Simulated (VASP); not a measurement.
A run of VASP 6.6.1 is set up as follows.

Contents of INCAR:

```
SYSTEM = MgZnTe2
PREC = Accurate ; ENCUT = 600
EDIFF = 1E-7 ; ISMEAR = 0
SIGMA = 0.1 ; LREAL = .FALSE.
LASPH = .TRUE. ; NELM = 120
ALGO = Normal ; ISIF = 3
LWAVE = .FALSE. ; LCHARG = .FALSE.
GGA = PE ; IBRION = 2
NSW = 90 ; EDIFFG = -0.04
GGA_COMPAT = .FALSE. ; NELMIN = 4
```

File KPOINTS:

```
regular mesh
0
G
  4 4 4
  0 0 0
```

Contents of POSCAR:

```
MgZnTe2
1.0
    4.1460582200      0.0000000000      0.0000000000
    0.0000000000      4.1460582200      0.0000000000
    0.0000000000      0.0000000000      5.8634117600
Mg Zn Te
1 1 2
Direct
    0.5000000000      0.5000000000      0.5000000000
    0.0000000000      0.0000000000      0.0000000000
    0.5000000000      0.0000000000      0.7500000000
    0.0000000000      0.5000000000      0.2500000000
```

Potentials or basis: VASP PAW PBE potentials, release 64 (Mg, Zn, Te).

The run is started by

```console
$ cat potpaw_PBE.64/Mg/POTCAR potpaw_PBE.64/Zn/POTCAR potpaw_PBE.64/Te/POTCAR > POTCAR
$ mpirun -np 1 vasp_std > vasp.out
```

(1) What does it give for the relaxed cell?

(2) Predict the band gap on the k mesh.

(3) Estimate the relaxed volume.

Results:

(1) a = 4.499 Å, b = 4.499 Å, c = 6.329 Å, α = 90.00°, β = 90.00°, γ = 90.00°.

(2) 1.45 eV, direct.

(3) 32.02 Å³/atom.

Caveat: the volume moved by over 15 % at a fixed basis, so the end points are rough; spin-orbit coupling is left out, which moves the levels of the heavy elements.
